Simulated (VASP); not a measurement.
# TiC (I4mm) in VASP: notebook

Runs on TiC. Level: LDA. Tasks: single point.

Program: VASP 6.6.1. These are calculated values, not measurements. Logs are shortened: lines on timing, memory, paths and dates and some standing lists are left out, and cuts for length are marked.

**1. The cell of the first run**

The structure is tetragonal, space group I4mm (No. 107). The conventional cell has a = 3.060 Å, b = 3.060 Å, c = 4.328 Å, α = 90.00°, β = 90.00°, γ = 90.00°. Ti (site symmetry 4mm) has 6 C at 1.96 to 2.36 Å within 2.6 Å. C (site symmetry 4mm) has 6 Ti at 1.96 to 2.36 Å within 2.6 Å.

**2. Single point, LDA**

The input, INCAR:

```
SYSTEM = TiC
PREC = Accurate
ENCUT = 520
EDIFF = 1E-7
ISMEAR = 0
SIGMA = 0.15
LREAL = .FALSE.
LASPH = .TRUE.
NELM = 100
ALGO = Normal
ISIF = 2
LWAVE = .FALSE.
LCHARG = .FALSE.
NBANDS = 15
```

The input, KPOINTS:

```
regular mesh
0
G
  18 18 18
  0 0 0
```

The input, POSCAR:

```
TiC
1.0
    0.0000000000      2.1640000000      2.1640000000
    2.1640000000      0.0000000000      2.1640000000
    2.1640000000      2.1640000000      0.0000000000
Ti C
1 1
Direct
    0.0462107209      0.0462107209     -0.0462107209
    0.5000000000      0.5000000000      0.5000000000
```

Potentials or basis: VASP PAW LDA potentials, release 64 (Ti_sv, C).

The run is started by

```
> cat potpaw_LDA.64/Ti_sv/POTCAR potpaw_LDA.64/C/POTCAR > POTCAR
> mpirun -np 1 vasp_std > vasp.out
```

OUTCAR:

```text
SYSTEM = TiC
   PREC = Accurate
   ENCUT = 520
   EDIFF = 1E-7
   ISMEAR = 0
   LREAL = .FALSE.
   LASPH = .TRUE.
   NELM = 100
   ISIF = 2

 ion  position               nearest neighbor table
   1  0.046  0.046  0.954-   2 1.96   2 2.17   2 2.17   2 2.17   2 2.17   2 2.36
   2  0.500  0.500  0.500-   1 1.96   1 2.17   1 2.17   1 2.17   1 2.17   1 2.36

  LATTYP: Found a face centered cubic cell.
 ALAT       =     4.3280000000

  Lattice vectors:

 A1 = (   0.0000000000,   2.1640000000,   2.1640000000)
 A2 = (   2.1640000000,   0.0000000000,   2.1640000000)
 A3 = (   2.1640000000,   2.1640000000,   0.0000000000)

Analysis of symmetry for initial positions (statically):
=====================================================================
 Subroutine PRICEL returns:
 Original cell was already a primitive cell.

 Routine SETGRP: Setting up the symmetry group for a
 face centered cubic supercell.

 Subroutine GETGRP returns: Found  8 space group operations
 (whereof  8 operations were pure point group operations)
 out of a pool of 48 trial point group operations.

The static configuration has the point symmetry C_4v.

Analysis of symmetry for dynamics (positions and initial velocities):
=====================================================================
 Subroutine PRICEL returns:
 Original cell was already a primitive cell.

 Routine SETGRP: Setting up the symmetry group for a
 face centered cubic supercell.

 Subroutine GETGRP returns: Found  8 space group operations
 (whereof  8 operations were pure point group operations)
 out of a pool of 48 trial point group operations.

The dynamic configuration has the point symmetry C_4v.

 Subroutine INISYM returns: Found  8 space group operations
 (whereof  8 operations are pure point group operations),
 and found     1 'primitive' translations

----------------------------------------------------------------------------------------

                                     Primitive cell

  volume of cell :      20.2676

  direct lattice vectors                    reciprocal lattice vectors
     0.000000000  2.164000000  2.164000000    -0.231053604  0.231053604  0.231053604
     2.164000000  0.000000000  2.164000000     0.231053604 -0.231053604  0.231053604
     2.164000000  2.164000000  0.000000000     0.231053604  0.231053604 -0.231053604

  length of vectors
     3.060358149  3.060358149  3.060358149     0.400196582  0.400196582  0.400196582

  position of ions in fractional coordinates (direct lattice)
     0.046210721  0.046210721  0.953789279
     0.500000000  0.500000000  0.500000000

  ion indices of the primitive-cell ions
   primitive index   ion index
                 1           1
                 2           2

----------------------------------------------------------------------------------------
[... 82 lines left out ...]
   NUPDOWN=      -1.0000    fix difference up-down
   EMIN   =  10.00;   EMAX   =-10.00  energy-range for DOS
   EFERMI =   0.00;   METHOD = LEGACY
   ISMEAR =     0;   SIGMA  =   0.15  broadening in eV -4-tet -1-fermi 0-gaus
   EFERMI_NEDOS =   21; number of points for ismear=-14 and -15
   IALGO  =     38    algorithm
   IMIX   =      4    mixing-type and parameters
     AMIX     =   0.40;   BMIX     =  1.00
     AMIX_MAG =   1.60;   BMIX_MAG =  1.00
  volume/ion in A,a.u.               =      10.13        68.39
  Fermi-wavevector in a.u.,A,eV,Ry     =   1.513030  2.859212 31.147275  2.289260
  Thomas-Fermi vector in A             =   2.622876
   LORBIT       =      0    0 simple, 1 ext, 2 COOP (PROOUT), +10 PAW based schemes
   GGA     = CA    functional components
   LHFCALC =     F    Hartree Fock is set to
   AEXX    =    0.0000 exact exchange contribution
   IVDW    =     0    specifies the selected vdW correction
   LEPSILON=     F    determine dielectric tensor
   LRPA    =     F    only Hartree local field effects (RPA)
 non-spin polarized calculation
 Gauss-broadening in eV      SIGMA  =   0.15
  energy-cutoff  :      520.00
  volume of cell :       20.27
 maximum number of plane-waves:       568
   NGX = 11   NGY = 11   NGZ = 11

 number of electron      16.0000001 magnetization

 Free energy of the ion-electron system (eV)
  ---------------------------------------------------
  ext. energy  EPLUGINS =         0.00000000
  ---------------------------------------------------
  free energy    TOTEN  =       -20.32749299 eV

  energy without entropy =      -20.32585529  energy(sigma->0) =      -20.32667414

 E-fermi :   9.2948     XC(G=0): -12.9703

 val. band max:        9.2946159504   @ k =   0.3889   0.3333   0.0556
 cond. band min:       9.2957432043   @ k =   0.3333   0.2778   0.0556
 fundamental gap:      0.0011272539
 Fermi energy:         9.2947563726

 k-point     1 :       0.0000    0.0000    0.0000
  band No.  band energies     occupation
      1     -46.6019      2.00000
      2     -23.0156      2.00000
      3     -23.0156      2.00000
      4     -23.0112      2.00000
      5      -2.9242      2.00000
      6       9.1133      1.91280
      7       9.1133      1.91280
      8       9.3811      0.41560
      9       9.8928      0.00000
     10      10.9838      0.00000
     11      11.8481      0.00000
     12      11.8481      0.00000
     13      12.8763      0.00000
     14      19.7118      0.00000
[... 401 lines left out ...]
      2     -23.4555      2.00000
      3     -23.0676      2.00000
      4     -23.0622      2.00000
      5      -0.3368      2.00000
      6       4.5588      2.00000
      7       6.6052      2.00000
      8       6.9155      2.00000
      9      11.4548      0.00000
     10      11.8435      0.00000
     11      12.7931      0.00000
     12      16.3252      0.00000
     13      16.7304      0.00000
     14      19.3081      0.00000
     15      24.7445      0.00000

 [... further k-points ...]
[... 5 lines left out ...]
  --------------------------------------------------------------------------------------
  -------------------------------------------------------------------------------------
  Total       -1.3459934     -1.3459934      0.2367406      0.0000000      0.0000000      0.0000000
  in kB     -106.4024826   -106.4024826     18.7146429      0.0000000      0.0000000      0.0000000
  external PRESSURE =     -64.6967741 kB  Pullay stress =       0.0000000 kB

 VOLUME and BASIS-vectors are now :
 -----------------------------------------------------------------------------
  energy-cutoff  :      520.00
  volume of cell :       20.27
      direct lattice vectors                 reciprocal lattice vectors
     0.000000000  2.164000000  2.164000000    -0.231053604  0.231053604  0.231053604
     2.164000000  0.000000000  2.164000000     0.231053604 -0.231053604  0.231053604
     2.164000000  2.164000000  0.000000000     0.231053604  0.231053604 -0.231053604

 POSITION                                       TOTAL-FORCE (eV/Angst)
 -----------------------------------------------------------------------------------
      2.16400      2.16400      0.20000         0.000000      0.000000     -1.923026
      2.16400      2.16400      2.16400         0.000000      0.000000      1.923026
 -----------------------------------------------------------------------------------
    total drift:                               -0.000000     -0.000000      0.000060

  FREE ENERGIE OF THE ION-ELECTRON SYSTEM (eV)
  ---------------------------------------------------
  free  energy   TOTEN  =       -20.3274929932 eV

  energy  without entropy=      -20.3258552941  energy(sigma->0) =      -20.32667414
```

OSZICAR:

```text
N       E                     dE             d eps       ncg     rms          rms(c)
DAV:   1     0.108081508052E+03    0.10808E+03   -0.72624E+03 14408   0.124E+03
DAV:   2    -0.178788717842E+02   -0.12596E+03   -0.11746E+03 15352   0.331E+02
DAV:   3    -0.256962704151E+02   -0.78174E+01   -0.77139E+01 20605   0.757E+01
DAV:   4    -0.258930069375E+02   -0.19674E+00   -0.19651E+00 17401   0.116E+01
DAV:   5    -0.258984621608E+02   -0.54552E-02   -0.54547E-02 19575   0.163E+00    0.184E+01
DAV:   6    -0.209953890911E+02    0.49031E+01   -0.11910E+01 21190   0.565E+01    0.694E+00
DAV:   7    -0.203792825538E+02    0.61611E+00   -0.21987E+00 16984   0.215E+01    0.499E+00
DAV:   8    -0.203437296433E+02    0.35553E-01   -0.12860E-01 16278   0.387E+00    0.318E+00
DAV:   9    -0.203306599508E+02    0.13070E-01   -0.85408E-02 21398   0.363E+00    0.699E-01
DAV:  10    -0.203290038253E+02    0.16561E-02   -0.98743E-03 18881   0.144E+00    0.519E-01
DAV:  11    -0.203275413810E+02    0.14624E-02   -0.25029E-03 17144   0.680E-01    0.797E-02
DAV:  12    -0.203275049128E+02    0.36468E-04   -0.15985E-04 18407   0.147E-01    0.286E-02
DAV:  13    -0.203274933491E+02    0.11564E-04   -0.23220E-05 20125   0.680E-02    0.109E-02
DAV:  14    -0.203274931570E+02    0.19212E-06   -0.17270E-06 16115   0.180E-02    0.447E-03
DAV:  15    -0.203274930199E+02    0.13705E-06   -0.28308E-07 18722   0.884E-03    0.168E-03
DAV:  16    -0.203274929932E+02    0.26791E-07   -0.40591E-08  8971   0.331E-03
   1 F= -.20327493E+02 E0= -.20326674E+02  d E =-.163770E-02
```

It took 48 s on 1 thread of Intel Xeon 6975P-C (Granite Rapids), shared host; peak memory 0.25 GiB.

Results:

| Quantity | Value |
| --- | --- |
| Free energy | -20.3275 eV |
| Pressure | -6.5 GPa |
| Largest force | 1.923 eV/Å |
| Band gap on the k mesh | zero (band 8 reaches 9.73 eV, above the bottom of band 9 at 8.71 eV) |

Forces in eV/Å, atoms in the order of the input:
```
Ti   0.000  0.000 -1.923
C    0.000  0.000  1.923
```

Stress tensor (GPa, compression positive):
```
-10.64   0.00   0.00
  0.00 -10.64   0.00
  0.00   0.00   1.87
```

Levels at points of the mesh, in eV from the Fermi level:
```tsv
k point	band 6	band 7	band 8	band 9	band 10	band 11
(0.00, 0.00, 0.00)	-0.18	-0.18	0.09	0.60	1.69	2.55
(0.50, 0.00, 0.00)	-5.84	-2.91	-2.85	2.77	2.87	4.06
(0.50, 0.50, 0.00)	-3.25	-1.73	-0.04	-0.04	2.71	3.44
(0.00, 0.50, 0.50)	-3.42	-2.44	-0.27	0.83	3.11	3.43
```

Caveat: the cell differs from its parent crystal (all Ti atoms moved -0.200 Å, as atom 1 towards its neighbour atom 2 (C) at 2.164 Å); forces of over 1 eV/Å act on the atoms, so gaps and moduli don't describe the material at rest.

**3. Single point, LDA**

The input, INCAR:

```
ALGO     = Normal         # electronic algorithm
EDIFF    = 1E-7           # SCF threshold, eV
ENCUT    = 520            # plane-wave cutoff, eV
ISIF     = 2              # what is computed and relaxed
ISMEAR   = 0              # smearing method
LASPH    = True           # aspherical terms in the spheres
LCHARG   = True           # write CHGCAR
LELF     = True           # ELF
LREAL    = False          # projectors in reciprocal space
LVHAR    = True         
LWAVE    = False          # write WAVECAR
NBANDS   = 15             # bands
NELM     = 80             # most SCF steps
PREC     = Accurate       # precision mode
SIGMA    = 0.15           # smearing width, eV
```

The input, KPOINTS:

```
k-points
0
Gamma
  18 18 18
```

Edit POSCAR of step 2 so:

```diff
@@ -8,3 +8,3 @@
 Direct
-    0.0462107209      0.0462107209     -0.0462107209
+   -0.0346580407     -0.0346580407      0.0346580407
     0.5000000000      0.5000000000      0.5000000000
```

Potentials or basis: VASP PAW LDA potentials, release 64 (Ti_sv, C).

The run is started by

```
> cat potpaw_LDA.64/Ti_sv/POTCAR potpaw_LDA.64/C/POTCAR > POTCAR
> mpirun -np 1 vasp_std > vasp.out
```

It took 52 s on 1 thread of Intel Xeon 6975P-C (Granite Rapids), shared host; peak memory 0.25 GiB.

It converged, with:

* Free energy: -20.4087 eV
* Pressure: -8.6 GPa
* Largest force: 1.348 eV/Å
* Band gap on the k mesh: zero (band 8 reaches 9.91 eV, above the bottom of band 9 at 8.77 eV)

Forces on the atoms (eV/Å):
```
Ti   0.000  0.000  1.348
C    0.000  0.000 -1.348
```

Stress tensor (GPa, compression positive):
```
-10.81   0.00   0.00
  0.00 -10.81   0.00
  0.00   0.00  -4.24
```

Levels at points of the mesh, in eV from the Fermi level:
| k point | band 5 | band 6 | band 7 | band 8 | band 9 | band 10 | band 11 | band 12 |
| --- | --- | --- | --- | --- | --- | --- | --- | --- |
| (0.00, 0.00, 0.00) | -12.25 | 0.07 | 0.07 | 0.44 | 0.58 | 1.67 | 2.23 | 2.23 |
| (0.50, 0.00, 0.00) | -8.73 | -5.86 | -2.93 | -2.90 | 2.79 | 2.85 | 4.04 | 7.25 |
| (0.50, 0.50, 0.00) | -9.95 | -3.33 | -1.74 | -0.05 | -0.05 | 2.69 | 3.43 | 3.43 |
| (0.00, 0.50, 0.50) | -9.94 | -3.43 | -2.19 | -0.19 | 0.49 | 2.92 | 3.42 | 3.43 |

Caveat: the cell differs from its parent crystal (all Ti atoms moved +0.150 Å, as atom 1 towards its neighbour atom 2 (C) at 2.164 Å); forces of over 1 eV/Å act on the atoms, so gaps and moduli don't describe the material at rest.
